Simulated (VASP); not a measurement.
Write the native input for VASP 6.6.1 that does the following.

- Task: single point
- Functional: PBEsol
- Potentials or basis: VASP PAW PBE potentials, release 64 (Cs_sv, Pb_d, Cl)
- Cutoff: 400 eV
- k mesh: 1 × 1 × 1, shifted
- Occupations: fermi-dirac, width 0.05 eV
- Spin: no spin polarisation
- Dipole correction: no
- Further INCAR settings: LREAL = Auto; ALGO = Normal; EDIFF = 1e-06; NBANDS = 193; ISYM = -1

The structure of Cs7Pb8Cl23 (a cell with a defect) lies in POSCAR:

```
Cs7Pb8Cl23
1.0
   11.2343380000      0.0000000000      0.0000000000
    0.0000000000     11.2343380000      0.0000000000
    0.0000000000      0.0000000000     11.2343380000
Cs Pb Cl
7 8 23
Direct
    0.9725030000      0.9979740000      0.9981120000
    0.9920790000      0.9696020000      0.5000260000
    0.9908210000      0.5095260000      0.9996470000
    0.9743370000      0.5248520000      0.4992790000
    0.5337420000      0.9928530000      0.9998600000
    0.4797860000      0.9398960000      0.5006660000
    0.5224210000      0.4783550000      0.0005010000
    0.2514920000      0.2576170000      0.2660050000
    0.2502830000      0.2575050000      0.7334740000
    0.2476600000      0.7506750000      0.2450090000
    0.2469810000      0.7497890000      0.7557300000
    0.7586550000      0.2461790000      0.2502000000
    0.7568800000      0.2459380000      0.7479120000
    0.7461470000      0.7453780000      0.2485860000
    0.7452180000      0.7445690000      0.7502320000
    0.2138740000      0.3136800000      0.4996060000
    0.2274200000      0.8145310000      0.0003710000
    0.2395490000      0.7304800000      0.5005420000
    0.7445660000      0.2294520000      0.9991350000
    0.8170150000      0.2494850000      0.4991000000
    0.7626250000      0.7612630000      0.9993640000
    0.7482670000      0.7549540000      0.4994740000
    0.0093370000      0.2508890000      0.1970310000
    0.0076910000      0.2516320000      0.8003750000
    0.9972460000      0.7371860000      0.2592010000
    0.9965390000      0.7357770000      0.7413940000
    0.4982490000      0.2323040000      0.2187980000
    0.4970170000      0.2313320000      0.7804160000
    0.4970600000      0.7784660000      0.2289320000
    0.4962570000      0.7781930000      0.7711920000
    0.2397200000      0.0047180000      0.2984890000
    0.2375960000      0.0043940000      0.7051730000
    0.2553850000      0.4977780000      0.1868150000
    0.2553360000      0.4970070000      0.8147260000
    0.7712460000      0.9951060000      0.2506670000
    0.7701350000      0.9947950000      0.7485650000
    0.7597450000      0.4949420000      0.2224730000
    0.7579720000      0.4944650000      0.7776420000
```

One way to write it, as run:

INCAR

```
SYSTEM = Cs7Pb8Cl23
PREC = Accurate
ENCUT = 400
EDIFF = 1E-6
ISMEAR = -1
SIGMA = 0.05
LREAL = Auto
LASPH = .TRUE.
NELM = 120
ALGO = Normal
ISIF = 2
LWAVE = .FALSE.
LCHARG = .FALSE.
GGA = PS
ISYM = -1
NBANDS = 193
GGA_COMPAT = .FALSE.
```

KPOINTS

```
explicit points
1
Reciprocal
  0.25000000   0.25000000   0.25000000 1
```

Potentials or basis: VASP PAW PBE potentials, release 64 (Cs_sv, Pb_d, Cl).

Command:

```console
$ cat potpaw_PBE.64/Cs_sv/POTCAR potpaw_PBE.64/Pb_d/POTCAR potpaw_PBE.64/Cl/POTCAR > POTCAR
$ mpirun -np 1 vasp_std > vasp.out
```

It gave:

```
Pressure               : -0.4 GPa
Largest force          : 0.010 eV/Å
Band gap on the k mesh : 2.85 eV
```

Caveat: the PAW data sets were made with another functional, which shifts forces and pressure a little; spin-orbit coupling is left out, which moves the levels of the heavy elements.

Run time: 9.8 min on 1 thread of Intel(R) Xeon(R) Platinum 8259CL CPU @ 2.50GHz (Skylake/Cascade Lake) (shared host), peak memory 1 GiB.
